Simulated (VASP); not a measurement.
A run of VASP 6.6.1 is set up as follows.

Contents of INCAR:

```
SYSTEM = Lu
PREC     = Accurate       ! precision mode
ENCUT    = 520            ! plane-wave cutoff, eV
EDIFF    = 1E-7           ! SCF threshold, eV
ISMEAR   = -1             ! smearing method
SIGMA    = 0.1            ! smearing width, eV
LREAL    = .FALSE.        ! projectors in reciprocal space
LASPH    = .TRUE.         ! aspherical terms in the spheres
NELM     = 60             ! most SCF steps
ALGO     = Normal         ! electronic algorithm
ISIF     = 2              ! what is computed and relaxed
LWAVE    = .FALSE.        ! write WAVECAR
LCHARG   = .FALSE.        ! write CHGCAR
GGA      = PS             ! functional
NBANDS   = 44             ! bands
```

File KPOINTS:

```
regular mesh
0
G
  9 9 12
  0 0 0
```

File POSCAR:

```
Lu
1.0
    5.3242850379      0.0000000000      0.0000000000
   -2.6621425189      4.6109660998      0.0000000000
    0.0000000000      0.0000000000      3.3440133111
Lu
3
Direct
    1.0000000000      0.0000000000      1.0000000000
    0.3333333333      0.6666666667      0.5000000000
    0.6666666667      0.3333333333      0.5000000000
```

Potentials or basis: VASP PAW PBE potentials, release 64 (Lu).

The run is started by

```bash
$ cat potpaw_PBE.64/Lu/POTCAR > POTCAR
$ mpirun -np 1 vasp_std > vasp.out
```

(1) What does it give for the band gap on the k mesh?

(2) Predict the pressure.

## Answers

(1) zero (an odd number of electrons rules out a gap without spin polarisation).

(2) 0.1 GPa.

Caveat: the PAW data sets were made with another functional, which shifts forces and pressure a little; spin-orbit coupling is left out, which moves the levels of the heavy elements.
